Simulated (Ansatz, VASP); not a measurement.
One calculation of Al2O3, two programs

```xyz
5
Lattice="2.9026 0.0000 0.0000 -1.4513 2.5137 0.0000 0.0000 0.0000 7.9376" Properties=species:S:1:pos:R:3 pbc="T T T"
Al    0.0000    0.0000    2.1852
Al    0.0000    0.0000    5.7524
O     0.0000    1.6758    1.5505
O     1.4513    0.8379    6.3871
O     0.0000    0.0000    3.9688
```

Alike in both runs: task single point; functional PBE; dispersion D3(BJ); k mesh 12 × 12 × 4; occupations gaussian, width 0.05 eV; no spin polarisation.

|  | VASP | Ansatz |
| --- | --- | --- |
| version | VASP 6.6.1 | Ansatz 0.2.0 |
| potentials or method | VASP PAW PBE potentials, release 64 (Al, O), cutoff 520 eV | scalar-relativistic, plane waves, PAW |
| valence electrons in the cell | 24 | 24 |

```tsv
	VASP	Ansatz	Ansatz less VASP
gap on the k mesh at the Fermi level (eV)	1.33	1.33	-0.002
least direct gap on the mesh (eV)	1.33	1.33	-0.002
pressure (GPa)	-0.3	-0.3	+0.02
traceless stress, the component that is largest in VASP (GPa)	-28.22	-28.22	+0.004
rms of the force components (eV/Å)	1.037	1.051	+0.0141
```

Atom by atom the forces differ by 0.015 eV/Å (rms over components).
